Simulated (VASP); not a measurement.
ZnO, 8 atoms in the cell. It takes space group P4_2/mnm (No. 136, tetragonal). The conventional cell has a = 5.518 Å, b = 5.518 Å, c = 3.259 Å, α = 90.00°, β = 90.00°, γ = 90.00°. Zn (site symmetry m2m) has 4 O at 1.94 to 2.01 Å within 2.6 Å. Within 2.6 Å of O (site symmetry m2m) lie 4 Zn at 1.94 to 2.01 Å. 

| Quantity | Value |
| --- | --- |
| Program | VASP 6.6.1 |
| Task | single point |
| Functional | PBE |
| Potentials or basis | VASP PAW PBE potentials, release 64 (Zn, O) |
| Cutoff | 600 eV |
| k mesh | 6 × 6 × 8 |
| Occupations | gaussian, width 0.05 eV |
| Spin | no spin polarisation |
| Dipole correction | no |
| Charge | 0.5 |
| Further INCAR settings | ALGO = Normal; EDIFF = 1e-06; NBANDS = 46; NELECT = 71.5 |

Potentials or basis: VASP PAW PBE potentials, release 64 (Zn, O).

The run is started by

```sh
$ cat potpaw_PBE.64/Zn/POTCAR potpaw_PBE.64/O/POTCAR > POTCAR
$ mpirun -np 1 vasp_std > vasp.out
```

Hardware: 1 thread of Oxide Virtual Turin-like Processor, with other jobs on the host.

Q: Estimate the wall time of this run.

A: Run time: 3.9 min on 1 thread of Oxide Virtual Turin-like Processor, on a shared host, peak memory 0.33 GiB. Counts: scf iterations 16, k points 50.
